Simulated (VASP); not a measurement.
# Ru (Cmcm) in VASP: a series of runs, part 3 of 3

VASP 6.6.1. Earlier steps stand in the parts before.

### Step 5. Single point, PBEsol (strain -0.0750 x Voigt [1, -1, 0, 0, 0, 0])

File INCAR:

```
  ALGO = Fast
  EDIFF = 1E-7
  ENCUT = 520
  GGA = PS
  ISIF = 2
  ISMEAR = 0
  LASPH = True
  LCHARG = False
  LREAL = False
  LWAVE = False
  NBANDS = 21
  NELM = 60
  PREC = Accurate
  SIGMA = 0.15
```

File KPOINTS:

```
k-points
0
Gamma
  24 24 12
```

File POSCAR:

```
Ru
1.0
    2.5028643842      0.0000000000      0.0000000000
   -1.2514321921      2.5190377831      0.0000000000
    0.0000000000      0.0000000000      4.2819000000
Ru
2
Direct
    0.3333333333      0.6666666667      0.2500000000
    0.6666666667      0.3333333333      0.7500000000
```

Potentials or basis: VASP PAW PBE potentials, release 64 (Ru_pv).

On the command line:

```bash
$ cat potpaw_PBE.64/Ru_pv/POTCAR > POTCAR
$ mpirun -np 1 vasp_std > vasp.out
```

OUTCAR:

```text
EDIFF = 1E-7
   ENCUT = 520
   GGA = PS
   ISIF = 2
   ISMEAR = 0
   LASPH = True
   LREAL = False
   NELM = 60
   PREC = Accurate

 ion  position               nearest neighbor table
   1  0.333  0.667  0.250-   2 2.62   2 2.62   2 2.62   2 2.62   2 2.72   2 2.72
   2  0.667  0.333  0.750-   1 2.62   1 2.62   1 2.62   1 2.62   1 2.72   1 2.72

  LATTYP: Found a base centered orthorhombic cell.
 ALAT       =     2.5028643842
 B/A-ratio  =     2.0129239115
 C/A-ratio  =     1.7107998448

  Lattice vectors:

 A1 = (   1.2514321921,  -2.5190377831,   0.0000000000)
 A2 = (   1.2514321921,   2.5190377831,   0.0000000000)
 A3 = (   0.0000000000,   0.0000000000,   4.2819000000)

Analysis of symmetry for initial positions (statically):
=====================================================================
 Subroutine PRICEL returns:
 Original cell was already a primitive cell.

 Routine SETGRP: Setting up the symmetry group for a
 base centered orthorhombic supercell.

 Subroutine GETGRP returns: Found  8 space group operations
 (whereof  4 operations were pure point group operations)
 out of a pool of  8 trial point group operations.

The static configuration has the point symmetry C_2h.
 The point group associated with its full space group is D_2h.

Analysis of symmetry for dynamics (positions and initial velocities):
=====================================================================
 Subroutine PRICEL returns:
 Original cell was already a primitive cell.

 Routine SETGRP: Setting up the symmetry group for a
 base centered orthorhombic supercell.

 Subroutine GETGRP returns: Found  8 space group operations
 (whereof  4 operations were pure point group operations)
 out of a pool of  8 trial point group operations.

The dynamic configuration has the point symmetry C_2h.
 The point group associated with its full space group is D_2h.

 Subroutine INISYM returns: Found  8 space group operations
 (whereof  4 operations are pure point group operations),
 and found     1 'primitive' translations

----------------------------------------------------------------------------------------

                                     Primitive cell

  volume of cell :      26.9966

  direct lattice vectors                    reciprocal lattice vectors
     2.502864384  0.000000000  0.000000000     0.399542223  0.198488488  0.000000000
    -1.251432192  2.519037783  0.000000000     0.000000000  0.396976975  0.000000000
     0.000000000  0.000000000  4.281900000     0.000000000  0.000000000  0.233541185

  length of vectors
     2.502864384  2.812762678  4.281900000     0.446129653  0.396976975  0.233541185

  position of ions in fractional coordinates (direct lattice)
     0.333333333  0.666666667  0.250000000
     0.666666667  0.333333333  0.750000000

  ion indices of the primitive-cell ions
   primitive index   ion index
                 1           1
                 2           2

----------------------------------------------------------------------------------------

 KPOINTS: k-points

Automatic generation of k-mesh.
 Grid dimensions read from file:
 generate k-points for:   24   24   12

 Generating k-lattice:

  Cartesian coordinates                     Fractional coordinates (reciprocal lattice)
     0.016647593  0.008270354  0.000000000     0.041666667  0.000000000  0.000000000
     0.000000000  0.016540707  0.000000000     0.000000000  0.041666667  0.000000000
     0.000000000  0.000000000  0.019461765     0.000000000  0.000000000  0.083333333

  Length of vectors
     0.018588736  0.016540707  0.019461765

  Shift w.r.t. Gamma in fractional coordinates (k-lattice)
     0.000000000  0.000000000  0.000000000

 Subroutine IBZKPT returns following result:
 ===========================================

 Found   1099 irreducible k-points:

 Following reciprocal coordinates:
            Coordinates               Weight
  0.000000  0.000000  0.000000      1.000000
  0.041667  0.000000  0.000000      4.000000
  0.083333  0.000000  0.000000      4.000000
  0.125000  0.000000  0.000000      4.000000
  0.166667 -0.000000  0.000000      4.000000
  0.208333  0.000000  0.000000      4.000000
[... 16 lines left out ...]
  0.375000  0.041667  0.000000      4.000000
  0.416667  0.041667  0.000000      4.000000
 [... further k-points ...]
   k-points           NKPTS =   1099   k-points in BZ     NKDIM =   1099   number of bands    NBANDS=     21
   number of dos      NEDOS =    301   number of ions     NIONS =      2
   total plane-waves  NPLWV =  15360
   dimension x,y,z NGX =    20 NGY =   24 NGZ =   32
   dimension x,y,z NGXF=    40 NGYF=   48 NGZF=   64
   ions per type =               2
   NGX,Y,Z   is equivalent  to a cutoff of  13.28, 14.18, 12.42 a.u.
   NGXF,Y,Z  is equivalent  to a cutoff of  26.57, 28.37, 24.85 a.u.
 SYSTEM =  unknown system
   PREC   = accura    normal or accurate (medium, high low for compatibility)
   ISTART =      0    job   : 0-new  1-cont  2-samecut
   ICHARG =      2    charge: 1-file 2-atom 10-const
   ISPIN  =      1    spin polarized calculation?
   LNONCOLLINEAR =      F non collinear calculations
   LSORBIT =      F    spin-orbit coupling
   LASPH  =      T    aspherical Exc in radial PAW
   ENCUT  =  520.0 eV  38.22 Ry    6.18 a.u.   4.65  5.23  7.96*2*pi/ulx,y,z
   NELM   =     60;   NELMIN=  2; NELMDL= -5     # of ELM steps
   EDIFF  = 0.1E-06   stopping-criterion for ELM
   LREAL  =      F    real-space projection
   EDIFFG = 0.1E-05   stopping-criterion for IOM
   NSW    =      0    number of steps for IOM
   IBRION =     -1    ionic relax: 0-MD 1-quasi-New 2-CG
   NFREE  =      0    steps in history (QN), initial steepest desc. (CG)
   ISIF   =      2    stress and relaxation
   ISYM   =      2    0-nonsym 1-usesym 2-fastsym
   POTIM  = 0.5000    time-step for ionic-motion
   TEBEG  =    0.0;   TEEND  =   0.0 temperature during run
   PSTRESS=    0.0 pullay stress
   NELECT =      28.0000    total number of electrons
   NUPDOWN=      -1.0000    fix difference up-down
   EMIN   =  10.00;   EMAX   =-10.00  energy-range for DOS
   EFERMI =   0.00;   METHOD = LEGACY
   ISMEAR =     0;   SIGMA  =   0.15  broadening in eV -4-tet -1-fermi 0-gaus
   EFERMI_NEDOS =   21; number of points for ismear=-14 and -15
   IALGO  =     68    algorithm
   IMIX   =      4    mixing-type and parameters
     AMIX     =   0.40;   BMIX     =  1.00
     AMIX_MAG =   1.60;   BMIX_MAG =  1.00
  volume/ion in A,a.u.               =      13.50        91.09
  Fermi-wavevector in a.u.,A,eV,Ry     =   1.657135  3.131532 37.362929  2.746098
  Thomas-Fermi vector in A             =   2.744940
   LORBIT       =      0    0 simple, 1 ext, 2 COOP (PROOUT), +10 PAW based schemes
   GGA     = PS    functional components
   LHFCALC =     F    Hartree Fock is set to
   AEXX    =    0.0000 exact exchange contribution
   IVDW    =     0    specifies the selected vdW correction
   LEPSILON=     F    determine dielectric tensor
   LRPA    =     F    only Hartree local field effects (RPA)
 non-spin polarized calculation
 RMM-DIIS sequential band-by-band and
 Gauss-broadening in eV      SIGMA  =   0.15
  energy-cutoff  :      520.00
  volume of cell :       27.00
 maximum number of plane-waves:       755
   NGX =  9   NGY = 11   NGZ = 15

 number of electron      28.0000002 magnetization

 Free energy of the ion-electron system (eV)
  ---------------------------------------------------
  ext. energy  EPLUGINS =         0.00000000
  ---------------------------------------------------
  free energy    TOTEN  =       -19.92020938 eV

  energy without entropy =      -19.89990067  energy(sigma->0) =      -19.91005503

 E-fermi :  12.8523     XC(G=0): -14.3013

 val. band max:       12.8521616160   @ k =   0.0000   0.4583   0.2500
 cond. band min:      12.8538433836   @ k =   0.2917   0.0417   0.0000
 fundamental gap:      0.0016817676
 Fermi energy:        12.8523099796

 k-point     1 :       0.0000    0.0000    0.0000
  band No.  band energies     occupation
      1     -30.8006      2.00000
      2     -29.9334      2.00000
      3     -29.7627      2.00000
      4     -29.6898      2.00000
      5     -29.6291      2.00000
      6     -29.5203      2.00000
[... 550 lines left out ...]
      5     -29.9010      2.00000
      6     -29.8533      2.00000
[... 13 lines left out ...]
     20      24.6925      0.00000
     21      24.8613      0.00000

 [... further k-points ...]

------------------------ aborting loop because EDIFF is reached ----------------------------------------

  FORCE on cell =-STRESS in cart. coord.  units (eV):
  Direction    XX          YY          ZZ          XY          YZ          ZX
  --------------------------------------------------------------------------------------
  -------------------------------------------------------------------------------------
  Total        6.5666534     -4.8563801     -0.8888873      0.0000000     -0.0000000      0.0000000
  in kB      389.7141361   -288.2137732    -52.7531946      0.0000000     -0.0000000      0.0000000
  external PRESSURE =      16.2490561 kB  Pullay stress =       0.0000000 kB

 VOLUME and BASIS-vectors are now :
 -----------------------------------------------------------------------------
  energy-cutoff  :      520.00
  volume of cell :       27.00
      direct lattice vectors                 reciprocal lattice vectors
     2.502864384  0.000000000  0.000000000     0.399542223  0.198488488  0.000000000
    -1.251432192  2.519037783  0.000000000     0.000000000  0.396976975  0.000000000
     0.000000000  0.000000000  4.281900000     0.000000000  0.000000000  0.233541185

 POSITION                                       TOTAL-FORCE (eV/Angst)
 -----------------------------------------------------------------------------------
     -0.00000      1.67936      1.07048         0.000000      0.328117     -0.000000
      1.25143      0.83968      3.21143        -0.000000     -0.328117      0.000000
 -----------------------------------------------------------------------------------
    total drift:                                0.000000     -0.000000      0.000000

  FREE ENERGIE OF THE ION-ELECTRON SYSTEM (eV)
  ---------------------------------------------------
  free  energy   TOTEN  =       -19.9202093819 eV

  energy  without entropy=      -19.8999006694  energy(sigma->0) =      -19.91005503
```

stdout:

```text
POSCAR found type information on POSCAR Ru
 POSCAR found :  1 types and       2 ions
 scaLAPACK will be used
 -----------------------------------------------------------------------------
|                                                                             |
|                                                                             |
|     You enforced a specific xc type in the INCAR file but a different       |
|     I HOPE YOU KNOW WHAT YOU ARE DOING!                                     |
|                                                                             |
 -----------------------------------------------------------------------------

 LDA part: xc-table for (Slater+PW92), standard interpolation
 POSCAR, INCAR and KPOINTS ok, starting setup
 FFT: planning ... GRIDC
 FFT: planning ... GRID_SOFT
 FFT: planning ... GRID
 WAVECAR not read
 entering main loop
WARNING in EDDRMM: call to ZHEGV failed, returncode =   8  4     19
WARNING in EDDRMM: call to ZHEGV failed, returncode =   8  4     20
WARNING in EDDRMM: call to ZHEGV failed, returncode =   6  3     20
WARNING in EDDRMM: call to ZHEGV failed, returncode =   8  4     19
WARNING in EDDRMM: call to ZHEGV failed, returncode =   8  4     19
WARNING in EDDRMM: call to ZHEGV failed, returncode =   6  3     20
WARNING in EDDRMM: call to ZHEGV failed, returncode =   8  4     19
WARNING in EDDRMM: call to ZHEGV failed, returncode =   8  4     20
WARNING in EDDRMM: call to ZHEGV failed, returncode =   8  4     19
WARNING in EDDRMM: call to ZHEGV failed, returncode =   8  4     19
WARNING in EDDRMM: call to ZHEGV failed, returncode =   8  4     20
```

Wall time 12 min (1 thread of Oxide Virtual Turin-like, shared host); peak memory 0.52 GiB.

Results:

* Free energy: -19.9202 eV
* Pressure: 1.6 GPa
* Largest force: 0.328 eV/Å
* Band gap on the k mesh: zero (bands 14 and 15 overlap by 2.67 eV)

Forces on the atoms (eV/Å):
```
Ru   0.000  0.328  0.000
Ru   0.000 -0.328  0.000
```

Levels at points of the mesh, in eV from the Fermi level:
```tsv
k point	band 10	band 11	band 12	band 13	band 14	band 15	band 16	band 17	band 18	band 19
(0.00, 0.00, 0.00)	-3.33	-2.44	-1.85	-1.21	-0.93	-0.70	0.78	1.18	1.60	10.16
(0.50, 0.00, 0.00)	-3.76	-1.90	-1.52	-1.12	1.28	1.66	1.73	4.72	6.95	11.41
(0.00, 0.50, 0.00)	-2.58	-2.46	-2.32	-1.97	1.27	1.70	2.22	3.26	5.08	9.73
(0.00, 0.00, 0.50)	-4.01	-2.92	-2.92	-1.57	-1.57	0.17	0.17	1.05	1.05	10.29
(0.50, 0.00, 0.50)	-4.58	-1.40	-1.40	0.39	0.39	1.73	1.73	3.95	3.95	10.28
(0.00, 0.50, 0.50)	-4.91	-0.29	-0.29	0.01	0.01	1.59	1.59	2.68	2.68	9.14
```

Caveat: the cell differs from its parent crystal (strain -0.0750 x Voigt [1, -1, 0, 0, 0, 0]); the stress differs along the axes, from -29 to 39 GPa; the PAW data sets were made with another functional, which shifts forces and pressure a little.

### Step 6. Summary

| cell | further INCAR settings | gap on the mesh (eV) | pressure (GPa) | largest force (eV/Å) |
| --- | --- | --- | --- | --- |
| a = 2.909, b = 2.610, c = 4.282 Å, angles 90.0, 90.0, 123.9°, 2 atoms | ALGO = Fast; EDIFF = 1e-07; NBANDS = 21 | none | 0.3 | 0.47 |
| a = 2.807, b = 2.657, c = 4.282 Å, angles 90.0, 90.0, 121.9°, 2 atoms | ALGO = Fast; EDIFF = 1e-06; NBANDS = 21 | none | -4.6 | 0.20 |
| a = 2.401, b = 2.870, c = 4.282 Å, angles 90.0, 90.0, 114.7°, 2 atoms | ALGO = Fast; EDIFF = 1e-06; NBANDS = 21 | none | 12.5 | 0.48 |
| a = 2.503, b = 2.813, c = 4.282 Å, angles 90.0, 90.0, 116.4°, 2 atoms | ALGO = Fast; EDIFF = 1e-07; NBANDS = 21 | none | 1.6 | 0.33 |

Alike in all rows: task single point; level PBEsol; potentials or basis VASP PAW PBE potentials, release 64 (Ru_pv); no spin polarisation; k mesh 24 × 24 × 12; cutoff (eV) 520; smearing gaussian 0.15 eV.

Caveats: the PAW data sets were made with another functional, which shifts forces and pressure a little; the stress differs along the axes, from -22 to 29 GPa (at least some runs); the stress differs along the axes, from -18 to 11 GPa (at least some runs); the stress differs along the axes, from -32 to 70 GPa (at least some runs); the stress differs along the axes, from -29 to 39 GPa (at least some runs).

Absolute energies hang on the potentials; compare differences alone.
